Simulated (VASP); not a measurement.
# BaF2 (Fm-3m) in VASP: further runs

The runs below take BaF2 through vibrations by perturbation theory, elastic constants, with PBEsol.

All numbers are computed with VASP 6.6.1; they aren't measurements. Logs are shortened: lines on timing, memory, paths and dates and some standing lists are left out, and cuts for length are marked.

### 1 The cell of the first run

Symmetry: Fm-3m, No. 225, cubic system. The conventional cell has a = 6.137 Å, b = 6.137 Å, c = 6.137 Å, α = 90.00°, β = 90.00°, γ = 90.00°. Ba (site symmetry m-3m) has 8 F at 2.66 Å within 3.5 Å. Within 3.5 Å of F (site symmetry -43m) lie 4 Ba at 2.66 Å and 6 F at 3.07 Å.

### 2 Vibrations by perturbation theory, PBEsol

INCAR

```
SYSTEM = BaF2
ALGO     = Normal         ! electronic algorithm
EDIFF    = 1E-8           ! SCF threshold, eV
ENCUT    = 600            ! plane-wave cutoff, eV
GGA      = PS             ! functional
GGA_COMPAT= .False.      
IBRION   = 8              ! ionic algorithm
ISIF     = 2              ! what is computed and relaxed
ISMEAR   = 0              ! smearing method
LASPH    = .True.         ! aspherical terms in the spheres
LCHARG   = .False.        ! write CHGCAR
LEPSILON = .True.         ! dielectric tensor by DFPT
LREAL    = .False.        ! projectors in reciprocal space
LWAVE    = .False.        ! write WAVECAR
NELM     = 120            ! most SCF steps
NSW      = 1              ! ionic steps
PREC     = Accurate       ! precision mode
SIGMA    = 0.01           ! smearing width, eV
```

KPOINTS

```
k-points
0
Gamma
  6 6 6
  0 0 0
```

POSCAR

```
BaF2
1.0
    0.0000000000      3.0687122097      3.0687122097
    3.0687122097      0.0000000000      3.0687122097
    3.0687122097      3.0687122097      0.0000000000
Ba F
1 2
Direct
    0.0000000000      0.0000000000      0.0000000000
    0.2500000000      0.2500000000      0.2500000000
    0.7500000000      0.7500000000      0.7500000000
```

Potentials or basis: VASP PAW PBE potentials, release 64 (Ba_sv, F).

Launch:

```
$ cat potpaw_PBE.64/Ba_sv/POTCAR potpaw_PBE.64/F/POTCAR > POTCAR
$ mpirun -np 1 vasp_std > vasp.out
```

OUTCAR:

```text
SYSTEM = BaF2
   EDIFF = 1E-8
   ENCUT = 600
   GGA = PS
   IBRION = 8
   ISIF = 2
   ISMEAR = 0
   LASPH = .True.
   LEPSILON = .True.
   LREAL = .False.
   NELM = 120
   NSW = 1
   PREC = Accurate

 ion  position               nearest neighbor table
   1  0.000  0.000  0.000-   2 2.66   3 2.66   3 2.66   3 2.66   3 2.66   2 2.66   2 2.66   2 2.66

   2  0.250  0.250  0.250-   1 2.66   1 2.66   1 2.66   1 2.66
   3  0.750  0.750  0.750-   1 2.66   1 2.66   1 2.66   1 2.66

  LATTYP: Found a face centered cubic cell.
 ALAT       =     6.1374244194

  Lattice vectors:

 A1 = (   0.0000000000,   3.0687122097,   3.0687122097)
 A2 = (   3.0687122097,   0.0000000000,   3.0687122097)
 A3 = (   3.0687122097,   3.0687122097,   0.0000000000)

Analysis of symmetry for initial positions (statically):
=====================================================================
 Subroutine PRICEL returns:
 Original cell was already a primitive cell.

 Routine SETGRP: Setting up the symmetry group for a
 face centered cubic supercell.

 Subroutine GETGRP returns: Found 48 space group operations
 (whereof 48 operations were pure point group operations)
 out of a pool of 48 trial point group operations.

The static configuration has the point symmetry O_h .

Analysis of symmetry for dynamics (positions and initial velocities):
=====================================================================
 Subroutine PRICEL returns:
 Original cell was already a primitive cell.

 Routine SETGRP: Setting up the symmetry group for a
 face centered cubic supercell.

 Subroutine GETGRP returns: Found 48 space group operations
 (whereof 48 operations were pure point group operations)
 out of a pool of 48 trial point group operations.

The dynamic configuration has the point symmetry O_h .

 Subroutine INISYM returns: Found 48 space group operations
 (whereof 48 operations are pure point group operations),
 and found     1 'primitive' translations

----------------------------------------------------------------------------------------

                                     Primitive cell

  volume of cell :      57.7961

  direct lattice vectors                    reciprocal lattice vectors
     0.000000000  3.068712210  3.068712210    -0.162934797  0.162934797  0.162934797
     3.068712210  0.000000000  3.068712210     0.162934797 -0.162934797  0.162934797
     3.068712210  3.068712210  0.000000000     0.162934797  0.162934797 -0.162934797

  length of vectors
     4.339814426  4.339814426  4.339814426     0.282211346  0.282211346  0.282211346

  position of ions in fractional coordinates (direct lattice)
     0.000000000  0.000000000  0.000000000
     0.250000000  0.250000000  0.250000000
     0.750000000  0.750000000  0.750000000

  ion indices of the primitive-cell ions
   primitive index   ion index
                 1           1
                 2           2
                 3           3

----------------------------------------------------------------------------------------

 KPOINTS: k-points

Automatic generation of k-mesh.
[... 461 lines left out ...]

--------------------------------------- Ionic step        3  -------------------------------------------

------------------------ aborting loop because EDIFF is reached ----------------------------------------

 PIEZOELECTRIC TENSOR FIELD DIRECTION 3  (e Angst)
 -----------------------------------------------------------------------------
     0.00013  0.00000  0.00000           (  0.00000  0.00000  0.00000)
     0.00000  0.00013  0.00000           (  0.00000  0.00000  0.00000)
     0.00000  0.00000  0.00020           (  0.00000  0.00000  0.00000)

 PIEZOELECTRIC TENSOR FIELD DIRECTION 3  (C/m^2)
 -----------------------------------------------------------------------------
     0.00004  0.00000  0.00000
     0.00000  0.00004  0.00000
     0.00000  0.00000  0.00006

--------------------------------------- Ionic step        4  -------------------------------------------

------------------------ aborting loop because EDIFF is reached ----------------------------------------

[... ionic steps 5 to 6 ...]

--------------------------------------- Ionic step        7  -------------------------------------------

 Free energy of the ion-electron system (eV)
  ---------------------------------------------------
  ---------------------------------------------------
  free energy    TOTEN  =        -0.53678667 eV

  energy without entropy =       -0.53678667

------------------------ aborting loop because EDIFF is reached ----------------------------------------

 INTERNAL STRAIN TENSOR  FOR ION    2  DIRECTION 1   (eV/Angst):
 -----------------------------------------------------------------------------
     0.00386  0.00000  0.00000
     0.00000 -0.00331 -3.44785
    -0.00000 -3.44785 -0.00331

 MACROSCOPIC STATIC DIELECTRIC TENSOR (including local field effects in DFT)
 ------------------------------------------------------
           2.410103    -0.000000     0.000000
          -0.000000     2.410103     0.000000
           0.000000     0.000000     2.410103
 ------------------------------------------------------

 PIEZOELECTRIC TENSOR (including local field effects)  for field in x, y, z        (e  Angst)
          XX          YY          ZZ          XY          YZ          ZX
  --------------------------------------------------------------------------------
  x     0.00000     0.00000     0.00000     0.00000     0.00000     0.00000
  y     0.00000     0.00000     0.00000     0.00000     0.00000     0.00000
  z     0.00000     0.00000     0.00000     0.00000     0.00000     0.00000

 PIEZOELECTRIC TENSOR (including local field effects)  for field in x, y, z        (C/m^2)
          XX          YY          ZZ          XY          YZ          ZX
  --------------------------------------------------------------------------------
  x     0.00000     0.00000     0.00000     0.00000     0.00000     0.00000
  y     0.00000     0.00000     0.00000     0.00000     0.00000     0.00000
  z     0.00000     0.00000     0.00000     0.00000     0.00000     0.00000

 BORN EFFECTIVE CHARGES (including local field effects) (in |e|, cummulative output)
 ---------------------------------------------------------------------------------
 ion    1
    1     2.59852     0.00000     0.00000
    2     0.00000     2.59852     0.00000
    3     0.00000     0.00000     2.59852
 ion    2
    1    -1.29926     0.00000     0.00000
    2     0.00000    -1.29926     0.00000
    3     0.00000     0.00000    -1.29926
 ion    3
    1    -1.29926     0.00000     0.00000
    2     0.00000    -1.29926     0.00000
    3     0.00000     0.00000    -1.29926

 INTERNAL STRAIN TENSOR FOR ION    3 for displacements in x,y,z  (eV/Angst):
          X           Y           Z          XY          YZ          ZX
  --------------------------------------------------------------------------------
  x     0.00000     0.00000     0.00000    -0.00000     3.44785     0.00000
  y     0.00000     0.00000     0.00000     0.00000    -0.00000     3.44785
  z     0.00000     0.00000     0.00000     3.44785     0.00000     0.00000

 SECOND DERIVATIVES (NOT SYMMETRIZED)
 ------------------------------------
               1X          1Y          1Z          2X          2Y          2Z          3X          3Y          3Z
  1X    -4.223556    0.000000    0.000000    2.111778    0.000000    0.000000    2.111778    0.000000    0.000000
  1Y     0.000000   -4.223556    0.000000    0.000000    2.111778    0.000000    0.000000    2.111778    0.000000
  1Z     0.000000    0.000000   -4.223556    0.000000    0.000000    2.111778    0.000000    0.000000    2.111778
  2X     2.078664    0.000000    0.000000   -3.279529    0.000000    0.000000    1.200865    0.000000    0.000000
  2Y     0.000000    2.078664    0.000000    0.000000   -3.279529    0.000000    0.000000    1.200865    0.000000
  2Z     0.000000    0.000000    2.078664    0.000000    0.000000   -3.279529    0.000000    0.000000    1.200865
  3X     2.078664    0.000000    0.000000    1.200865    0.000000    0.000000   -3.279529    0.000000    0.000000
  3Y     0.000000    2.078664    0.000000    0.000000    1.200865    0.000000    0.000000   -3.279529    0.000000
  3Z     0.000000    0.000000    2.078664    0.000000    0.000000    1.200865    0.000000    0.000000   -3.279529

 Eigenvectors and eigenvalues of the dynamical matrix
 ----------------------------------------------------

   1 f  =    7.591977 THz    47.701800 2PiTHz  253.241101 cm-1    31.397881 meV
             X         Y         Z           dx          dy          dz
      0.000000  0.000000  0.000000     0.000000   -0.000000   -0.000000
      1.534356  1.534356  1.534356     0.000000   -0.000000   -0.707107
      4.603068  4.603068  4.603068    -0.000000    0.000000    0.707107
[... 43 lines left out ...]
   9 f/i=    0.019142 THz     0.120272 2PiTHz    0.638504 cm-1     0.079164 meV
             X         Y         Z           dx          dy          dz
      0.000000  0.000000  0.000000     0.767444   -0.437732   -0.000264
      1.534356  1.534356  1.534356     0.287715   -0.164106   -0.000099
      4.603068  4.603068  4.603068     0.287715   -0.164106   -0.000099

--------------------------------------------------------------------------------------------------------

 MACROSCOPIC STATIC DIELECTRIC TENSOR IONIC CONTRIBUTION
 ------------------------------------------------------
           5.031601    -0.000000     0.000000
          -0.000000     5.031601    -0.000000
           0.000000    -0.000000     5.031601
 ------------------------------------------------------

 ELASTIC MODULI CONTR FROM IONIC RELAXATION (kBar)
 Direction    XX          YY          ZZ          XY          YZ          ZX
 --------------------------------------------------------------------------------
 XX           0.0000      0.0000      0.0000      0.0000      0.0000      0.0000
 YY           0.0000      0.0000      0.0000      0.0000      0.0000      0.0000
 ZZ           0.0000      0.0000      0.0000      0.0000      0.0000      0.0000
 XY           0.0000      0.0000      0.0000   -147.1031      0.0000     -0.0000
 YZ           0.0000      0.0000      0.0000      0.0000   -147.1031     -0.0000
 ZX           0.0000      0.0000      0.0000     -0.0000     -0.0000   -147.1031
 --------------------------------------------------------------------------------

 PIEZOELECTRIC TENSOR IONIC CONTR  for field in x, y, z        (C/m^2)
          XX          YY          ZZ          XY          YZ          ZX
  --------------------------------------------------------------------------------
  x     0.00000     0.00000     0.00000     0.00000     0.00000    -0.00000
  y     0.00000     0.00000     0.00000     0.00000    -0.00000    -0.00000
  z     0.00000     0.00000     0.00000    -0.00000    -0.00000     0.00000
```

Run time: 10 min. Hardware: 1 thread of Intel Xeon 8259CL, shared host; peak memory 0.36 GiB.

Results:

| Item | Value |
| --- | --- |
| Electronic dielectric tensor (diagonal) | 2.41 |
| Born charges (mean of the diagonal) | Ba +2.60; F -1.30 e |
| Highest phonon frequency at Γ, LO-TO splitting left out | 253 cm⁻¹ |

Phonon frequencies in cm⁻¹ (negative: imaginary):
```
              q point                       frequencies
(0.000, 0.000, 0.000)  -1 -1 -1 195 195 195 253 253 253
```

Electronic dielectric tensor:
```
2.41 0.00 0.00
0.00 2.41 0.00
0.00 0.00 2.41
```

Born effective charge tensors (e):
atom 1, Ba
```
2.60 0.00 0.00
0.00 2.60 0.00
0.00 0.00 2.60
```
atom 2, F
```
-1.30  0.00  0.00
 0.00 -1.30  0.00
 0.00  0.00 -1.30
```
atom 3, F
```
-1.30  0.00  0.00
 0.00 -1.30  0.00
 0.00  0.00 -1.30
```

Caveat: the cell stands under pressure or tension, which shifts response properties; the PAW data sets were made with another functional, which shifts forces and pressure a little; spin-orbit coupling is left out, which moves the levels of the heavy elements.

### 3 Elastic constants, PBEsol

INCAR

```
PREC = Accurate ; ENCUT = 600
EDIFF = 1E-8 ; ISMEAR = 0
SIGMA = 0.01 ; LREAL = False
LASPH = True ; NELM = 120
ALGO = Normal ; ISIF = 3
LWAVE = False ; LCHARG = True
GGA = PS ; IBRION = 6
NFREE = 2 ; POTIM = 0.015
NSW = 1 ; GGA_COMPAT = False
```

KPOINTS

```
regular mesh
0
Gamma
  6 6 6
```

POSCAR is that of step 2.

Potentials or basis: VASP PAW PBE potentials, release 64 (Ba_sv, F).

Launch:

```
$ cat potpaw_PBE.64/Ba_sv/POTCAR potpaw_PBE.64/F/POTCAR > POTCAR
$ mpirun -np 1 vasp_std > vasp.out
```

Wall time 16 min (1 thread of Intel Xeon 8259CL, shared host); peak memory 0.31 GiB.

The run converged. Its results:

- Elastic constants C11, C12, C44: 98, 49, 27 GPa
- Voigt bulk modulus: 66 GPa
- Highest phonon frequency at Γ, LO-TO splitting left out: 255 cm⁻¹

Phonon frequencies in cm⁻¹ (negative: imaginary):
| q point | frequencies |
| --- | --- |
| (0.000, 0.000, 0.000) | 0 0 0 196 196 196 255 255 255 |

Elastic tensor in Voigt notation (GPa, in the Cartesian axes of the cell as first typed):
```
98 49 49  0  0  0
49 98 49  0  0  0
49 49 98  0  0  0
 0  0  0 27  0  0
 0  0  0  0 27  0
 0  0  0  0  0 27
```

Clamped-ion elastic tensor (GPa):
```
98 49 49  0  0  0
49 98 49  0  0  0
49 49 98  0  0  0
 0  0  0 41  0  0
 0  0  0  0 41  0
 0  0  0  0  0 41
```

Caveat: the cell is under stress, which shifts elastic constants; the PAW data sets were made with another functional, which shifts forces and pressure a little; spin-orbit coupling is left out, which moves the levels of the heavy elements.

[end of part 1 of 2]
